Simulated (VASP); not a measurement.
Input of a VASP 6.6.1 run:

INCAR

```
SYSTEM = Cu
  PREC = Accurate
  ENCUT = 520
  EDIFF = 1E-6
  ISMEAR = 0
  SIGMA = 0.1
  LREAL = .FALSE.
  LASPH = .TRUE.
  NELM = 80
  ALGO = Fast
  ISIF = 2
  LWAVE = .FALSE.
  LCHARG = .FALSE.
  NBANDS = 12
```

Contents of KPOINTS:

```
regular mesh
0
G
  20 20 20
  0 0 0
```

The input POSCAR:

```
Cu
1.0
   -1.4275050558      1.4275050558      1.3411793262
    1.4275050558     -1.4275050558      1.3411793262
    1.4275050558      1.4275050558     -1.3411793262
Cu
1
Direct
    0.0000000000      0.0000000000      0.0000000000
```

Potentials or basis: VASP PAW LDA potentials, release 64 (Cu).

Launch:

```bash
$ cat potpaw_LDA.64/Cu/POTCAR > POTCAR
$ mpirun -np 1 vasp_std > vasp.out
```

(1) What does it give for the pressure?

Answers

(1) 1.4 GPa.
